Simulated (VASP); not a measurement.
A run of VASP 6.6.1 is set up as follows.

The input INCAR:

```
  ALGO = Normal
  EDIFF = 1E-6
  ENCUT = 520
  GGA = PE
  ISIF = 2
  ISMEAR = -1
  LASPH = True
  LCHARG = False
  LREAL = False
  LWAVE = False
  NBANDS = 16
  NELM = 100
  PREC = Accurate
  SIGMA = 0.05
```

File KPOINTS:

```
k-points
0
Gamma
  8 8 5
```

File POSCAR:

```
Cs
1.0
    4.9947994451      0.0000000000      0.0000000000
   -2.4973997226      4.3256232063      0.0000000000
    0.0000000000      0.0000000000      8.0915751012
Cs
2
Direct
    0.3333333333      0.6666666667      0.2500000000
    0.6666666667      0.3333333333      0.7500000000
```

Potentials or basis: VASP PAW PBE potentials, release 64 (Cs_sv).

Run with:

```bash
$ cat potpaw_PBE.64/Cs_sv/POTCAR > POTCAR
$ mpirun -np 1 vasp_std > vasp.out
```

**Question.** What does it give for the pressure?

**Answer.** 0.9 GPa.

**Question.** Predict the band gap on the k mesh.

**Answer.** Zero (band 9 reaches 1.72 eV, above the bottom of band 10 at 0.37 eV).

Caveat: spin-orbit coupling is left out, which moves the levels of the heavy elements.
